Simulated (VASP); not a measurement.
Mo11P9:

```
Mo P
1.0
     6.09504   -0.08539    0.17926
    -0.08539    6.72164    0.17039
     0.17926    0.17039    6.74637
Mo P
11 9
Direct
  0.64593 0.85919 0.18199
  0.67325 0.44081 0.92116
  0.33599 0.59675 0.21024
  0.53303 0.22883 0.32386
  0.02779 0.31509 0.36735
  0.12561 0.98516 0.16863
  0.36429 0.88135 0.52492
  0.50236 0.06769 0.88614
  0.06763 0.25107 0.77418
  0.64936 0.57870 0.52500
  0.81933 0.95052 0.54512
  0.27715 0.29264 0.04875
  0.28821 0.49739 0.57125
  0.09505 0.88737 0.80342
  0.82900 0.16439 0.08680
  0.02496 0.70945 0.40049
  0.77207 0.52191 0.21579
  0.07739 0.58262 0.94065
  0.61902 0.76493 0.81234
  0.69797 0.26158 0.62337
```

Base run:

| Property | Result |
| --- | --- |
| Program | VASP 6.6.1 |
| Functional | PBE |
| Potentials or basis | VASP PAW PBE potentials, release 64 (Mo_sv, P) |
| Cutoff | 400 eV |
| k mesh | 1 × 1 × 1, shifted |
| Occupations | fermi-dirac, width 0.05 eV |
| Spin | no spin polarisation |

Its results: band gap on the k mesh zero (an odd number of electrons rules out a gap without spin polarisation); pressure 22.5 GPa; largest force 1.748 eV/Å.

Problem. The run is repeated on the same cell with these changes: cutoff from 400 eV to 520 eV; further incar settings from LREAL = Auto; ALGO = Normal; EDIFF = 1e-06; NBANDS = 116; ISYM = -1 to LREAL = Auto; ALGO = Normal; EDIFF = 1e-07; NBANDS = 116; ISYM = 0. What comes out?

Solution. Band gap on the k mesh zero (an odd number of electrons rules out a gap without spin polarisation); pressure 23.1 GPa; largest force 1.749 eV/Å.

Caveats: some runs use coarse meshes; the atoms stand as in a frame of molecular dynamics.
